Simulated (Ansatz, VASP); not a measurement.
One calculation of MgZr2O2, two programs

```
Mg Zr O
1.0
     4.43959    0.00000    0.00000
     0.00000    4.43959    0.00000
     0.00000    0.00000    4.21824
Mg Zr O
1 2 2
Direct
  0.50000 0.50000 0.15656
  0.50000 0.00000 0.65663
  0.00000 0.50000 0.65663
  0.50000 0.00000 0.15659
  0.00000 0.50000 0.15659
```

Alike in both runs: functional PBE; k mesh 4 × 4 × 6; occupations gaussian, width 0.1 eV; no spin polarisation.

Ansatz relaxed the structure, and its values are those at the end. VASP's run is a single point on that final structure, the one shown.

|  | VASP | Ansatz |
| --- | --- | --- |
| version | VASP 6.6.1 | Ansatz 0.2.0 |
| potentials or method | VASP PAW PBE potentials, release 64 (Mg, Zr_sv, O), cutoff 520 eV | scalar-relativistic, plane waves, PAW |
| valence electrons in the cell | 38 | 46 |

|  | VASP | Ansatz | Ansatz less VASP |
| --- | --- | --- | --- |
| gap on the k mesh at the Fermi level (eV) | none | none | - |
| pressure (GPa) | 0.1 | 0.1 | +0.05 |

A gap of «none» marks a metal or a gap that the smearing closes. VASP's potentials hold 38 valence electrons a cell and Ansatz's 46, so a difference there can come from the potentials and not from the codes.
